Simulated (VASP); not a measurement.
# InAs (Fm-3m) in VASP: a series of runs, part 2 of 2

VASP 6.6.1. The steps go on from the part before.

### Step 4. Single point, PBEsol

This run uses another cell than the first one, of 19.85 Å³/atom.

INCAR

```
SYSTEM = InAs
ALGO = Normal ; EDIFF = 1E-6
ENCUT = 500 ; GGA = PS
GGA_COMPAT = .FALSE. ; ISIF = 2
ISMEAR = 0 ; LASPH = .TRUE.
LCHARG = .TRUE. ; LELF = .TRUE.
LREAL = .FALSE. ; LVHAR = .TRUE.
LWAVE = .FALSE. ; NBANDS = 16
NELM = 120 ; PREC = Accurate
SIGMA = 0.1
```

KPOINTS

```
k-points
0
G
  14 14 14
  0 0 0
```

POSCAR

```
InAs
1.0
    0.0000000000      2.7077196682      2.7077196682
    2.7077196682      0.0000000000      2.7077196682
    2.7077196682      2.7077196682      0.0000000000
In As
1 1
Direct
    0.5000000000      0.5000000000      0.5000000000
    0.0000000000      0.0000000000      0.0000000000
```

Potentials or basis: VASP PAW PBE potentials, release 64 (In_d, As).

The run is started by

```bash
cat potpaw_PBE.64/In_d/POTCAR potpaw_PBE.64/As/POTCAR > POTCAR
mpirun -np 1 vasp_std > vasp.out
```

OUTCAR:

```text
SYSTEM = InAs
   EDIFF = 1E-6
   ENCUT = 500
   GGA = PS
   ISIF = 2
   ISMEAR = 0
   LASPH = .TRUE.
   LREAL = .FALSE.
   NELM = 120
   PREC = Accurate

 ion  position               nearest neighbor table
   1  0.500  0.500  0.500-   2 2.71   2 2.71   2 2.71   2 2.71   2 2.71   2 2.71
   2  0.000  0.000  0.000-   1 2.71   1 2.71   1 2.71   1 2.71   1 2.71   1 2.71

  LATTYP: Found a face centered cubic cell.
 ALAT       =     5.4154393364

  Lattice vectors:

 A1 = (   0.0000000000,   2.7077196682,   2.7077196682)
 A2 = (   2.7077196682,   0.0000000000,   2.7077196682)
 A3 = (   2.7077196682,   2.7077196682,   0.0000000000)

Analysis of symmetry for initial positions (statically):
=====================================================================
 Subroutine PRICEL returns:
 Original cell was already a primitive cell.

 Routine SETGRP: Setting up the symmetry group for a
 face centered cubic supercell.

 Subroutine GETGRP returns: Found 48 space group operations
 (whereof 48 operations were pure point group operations)
 out of a pool of 48 trial point group operations.

The static configuration has the point symmetry O_h .

[... 155 lines left out ...]
  ---------------------------------------------------
  free energy    TOTEN  =        -8.02340344 eV

  energy without entropy =       -8.01817836  energy(sigma->0) =       -8.02079090

 E-fermi :   7.9461     XC(G=0): -11.0993

 val. band max:        7.9259101808   @ k =   0.2857   0.1429   0.0714
 cond. band min:       7.9506609074   @ k =   0.5000   0.2857   0.0000
 fundamental gap:      0.0247507267
 Fermi energy:         7.9460518366

 k-point     1 :       0.0000    0.0000    0.0000
  band No.  band energies     occupation
      1      -6.5514      2.00000
      2      -6.5514      2.00000
      3      -6.5210      2.00000
      4      -6.5210      2.00000
      5      -6.5210      2.00000
      6      -5.5203      2.00000
[... 433 lines left out ...]
      3      -6.5409      2.00000
      4      -6.4745      2.00000
      5      -6.4543      2.00000
      6      -4.4538      2.00000
[... 8 lines left out ...]
     15      18.3770      0.00000
     16      18.7637      0.00000

 [... further k-points ...]
[... 5 lines left out ...]
  --------------------------------------------------------------------------------------
  -------------------------------------------------------------------------------------
  Total        3.1765082      3.1765082      3.1765082      0.0000000      0.0000000      0.0000000
  in kB      128.1797652    128.1797652    128.1797652      0.0000000      0.0000000      0.0000000
  external PRESSURE =     128.1797652 kB  Pullay stress =       0.0000000 kB

 VOLUME and BASIS-vectors are now :
 -----------------------------------------------------------------------------
  energy-cutoff  :      500.00
  volume of cell :       39.70
      direct lattice vectors                 reciprocal lattice vectors
     0.000000000  2.707719668  2.707719668    -0.184657225  0.184657225  0.184657225
     2.707719668  0.000000000  2.707719668     0.184657225 -0.184657225  0.184657225
     2.707719668  2.707719668  0.000000000     0.184657225  0.184657225 -0.184657225

 POSITION                                       TOTAL-FORCE (eV/Angst)
 -----------------------------------------------------------------------------------
      2.70772      2.70772      2.70772         0.000000      0.000000      0.000000
      0.00000      0.00000      0.00000        -0.000000     -0.000000     -0.000000
 -----------------------------------------------------------------------------------
    total drift:                                0.000000      0.000000      0.000000

  FREE ENERGIE OF THE ION-ELECTRON SYSTEM (eV)
  ---------------------------------------------------
  free  energy   TOTEN  =        -8.0234034409 eV

  energy  without entropy=       -8.0181783557  energy(sigma->0) =       -8.02079090
```

OSZICAR:

```text
N       E                     dE             d eps       ncg     rms          rms(c)
DAV:   1     0.102212985574E+03    0.10221E+03   -0.88643E+03  3360   0.138E+03
DAV:   2    -0.269588941730E+01   -0.10491E+03   -0.10049E+03  3664   0.299E+02
DAV:   3    -0.815995798942E+01   -0.54641E+01   -0.53947E+01  4264   0.654E+01
DAV:   4    -0.825977949523E+01   -0.99822E-01   -0.99790E-01  4032   0.920E+00
DAV:   5    -0.826368997171E+01   -0.39105E-02   -0.39104E-02  4656   0.170E+00    0.511E+00
DAV:   6    -0.804648573424E+01    0.21720E+00   -0.33312E-01  4832   0.132E+01    0.274E+00
DAV:   7    -0.802590729934E+01    0.20578E-01   -0.72701E-02  5280   0.354E+00    0.739E-01
DAV:   8    -0.802360155182E+01    0.23057E-02   -0.57191E-03  4528   0.109E+00    0.244E-01
DAV:   9    -0.802341135803E+01    0.19019E-03   -0.39420E-04  4552   0.275E-01    0.108E-01
DAV:  10    -0.802340358965E+01    0.77684E-05   -0.24405E-05  4304   0.420E-02    0.665E-02
DAV:  11    -0.802340344094E+01    0.14871E-06   -0.86011E-07  3200   0.748E-03
   1 F= -.80234034E+01 E0= -.80207909E+01  d E =-.522509E-02
```

stdout:

```text
POSCAR found type information on POSCAR InAs
 POSCAR found :  2 types and       2 ions
 scaLAPACK will be used
 -----------------------------------------------------------------------------
|                                                                             |
|                                                                             |
|     You enforced a specific xc type in the INCAR file but a different       |
|     I HOPE YOU KNOW WHAT YOU ARE DOING!                                     |
|                                                                             |
 -----------------------------------------------------------------------------

 LDA part: xc-table for (Slater+PW92), standard interpolation
 POSCAR, INCAR and KPOINTS ok, starting setup
 FFT: planning ... GRIDC
 FFT: planning ... GRID_SOFT
 FFT: planning ... GRID
 WAVECAR not read
 entering main loop
```

Run time: 30 s. Hardware: 1 thread of AMD EPYC 9R45 (Zen 5), shared host; peak memory 0.17 GiB.

What came out:

* Free energy: -8.0234 eV
* Pressure: 12.8 GPa
* Band gap on the k mesh: zero (bands 9 and 10 overlap by 3.29 eV)

Levels at points of the mesh, in eV from the Fermi level:
| k point | band 5 | band 6 | band 7 | band 8 | band 9 | band 10 | band 11 | band 12 | band 13 | band 14 |
| --- | --- | --- | --- | --- | --- | --- | --- | --- | --- | --- |
| (0.00, 0.00, 0.00) | -14.47 | -13.47 | -0.28 | -0.28 | -0.28 | 0.74 | 7.36 | 7.36 | 7.36 | 8.45 |
| (0.50, 0.00, 0.00) | -14.36 | -11.17 | -7.54 | 0.30 | 0.30 | 2.25 | 3.31 | 3.31 | 5.64 | 11.78 |
| (0.50, 0.50, 0.00) | -14.32 | -9.68 | -5.88 | -2.84 | -2.84 | -2.77 | 3.53 | 10.74 | 10.74 | 11.64 |

Caveat: the cell stands under pressure; the PAW data sets were made with another functional, which shifts forces and pressure a little; spin-orbit coupling is left out, which moves the levels of the heavy elements.

The gap in the log of VASP goes by the Fermi energy; the results here count the filled bands.